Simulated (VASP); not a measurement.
H20CO12: single point with PBE+D3(BJ)

H20CO12:

```
O H C
1.0
     7.38399    0.00000    0.00000
     0.00000    7.38399    0.00000
     0.00000    0.00000    7.38399
O H C
12 20 1
Cartesian
  4.3255 1.8707 1.9041
  0.7860 1.1998 1.4556
  4.1912 5.8704 3.1862
  5.1659 4.1747 5.1860
  2.7443 7.7566 4.4764
  5.9621 5.6898 1.2372
  4.0859 1.8056 6.5057
  2.2913 3.3404 2.9147
  6.4685 0.0605 6.6212
  7.3687 7.1290 3.9758
  0.8542 3.6769 6.3992
  2.6123 4.8485 7.4431
  4.0988 0.9388 1.8867
  4.5135 2.0728 0.9811
  1.1298 2.0542 1.6573
  0.5039 1.0866 0.5426
  3.4406 5.2732 3.0381
  4.7852 5.7773 2.4095
  5.5334 3.3971 4.7007
  4.8557 4.8208 4.5186
  3.3003 7.0689 3.9733
  1.8561 7.4096 4.5014
  6.1421 6.3772 0.5751
  5.5387 5.0225 0.6535
  3.5994 1.2126 5.8268
  4.3247 2.6347 5.9986
  2.0016 3.0554 3.8106
  3.0142 2.7840 2.5509
  5.6485 0.6163 6.4921
  6.9014 0.0281 5.7626
  7.3237 7.8958 3.4119
  7.0195 6.4590 3.3942
  1.7259 4.2462 6.9275
```

```json
{
  "Program": "VASP 6.6.1",
  "Task": "single point",
  "Functional": "PBE",
  "Dispersion": "D3(BJ)",
  "Potentials or basis": "VASP PAW PBE potentials, release 64 (O, H, C)",
  "Cutoff": "520 eV",
  "k mesh": "1 × 1 × 1",
  "Occupations": "fermi-dirac, width 0.05 eV",
  "Spin": "no spin polarisation",
  "Dipole correction": "no",
  "Further INCAR settings": "LREAL = Auto; ALGO = Normal; EDIFF = 1e-06; NBANDS = 70"
}
```

* Pressure: 0.1 GPa
* Largest force: 2.219 eV/Å
* Band gap on the k mesh: 4.43 eV
* Dispersion energy per atom: -0.031 eV

Forces on the atoms (eV/Å):
```
O    0.232  0.595  0.886
O   -0.539 -1.946  0.745
O   -0.414  0.079  0.913
O    0.364 -1.179  0.418
O    1.878 -0.045 -0.126
O   -0.573 -1.122  0.163
O   -0.018 -0.168 -1.303
O   -0.983  0.995  0.345
O   -0.857  0.726  1.040
O    0.282 -0.046  1.240
O   -0.604 -0.517 -0.390
O   -0.925 -0.669 -0.498
H   -0.284 -0.671  0.121
H   -0.083  0.023 -0.876
H    0.617  1.636  0.023
H   -0.269  0.281 -0.512
H   -0.415 -0.556 -0.254
H    0.571  0.197 -0.676
H   -0.135  0.860  0.015
H   -0.120  0.146 -0.450
H   -0.478  0.833  0.496
H   -1.186 -0.447 -0.117
H    0.483  0.969 -0.657
H    0.229 -0.062  0.286
H    0.220  0.601  0.598
H   -0.258 -0.430  0.398
H    0.599 -0.224 -0.709
H    0.480 -0.664  0.353
H    0.438 -0.128  0.102
H    0.214 -0.378 -1.043
H    0.231  1.188 -0.954
H   -0.327 -1.086 -0.474
C    1.630  1.210  0.897
```

Stress tensor (GPa, compression positive):
```
-0.13  0.37 -0.49
 0.37  0.34 -0.92
-0.49 -0.92  0.14
```

Levels at points of the mesh, in eV from the valence-band top:
```tsv
k point	band 44	band 45	band 46	band 47	band 48	band 49	band 50	band 51	band 52	band 53
(0.00, 0.00, 0.00)	-0.58	-0.51	-0.40	-0.25	0.00	4.43	6.18	6.22	6.92	7.11
```

Run time: 44 s on 1 thread of Intel(R) Xeon(R) Platinum 8488C (Sapphire Rapids) (shared host), peak memory 0.37 GiB.

Caveat: the k points lie up to 0.85 Å⁻¹ apart.
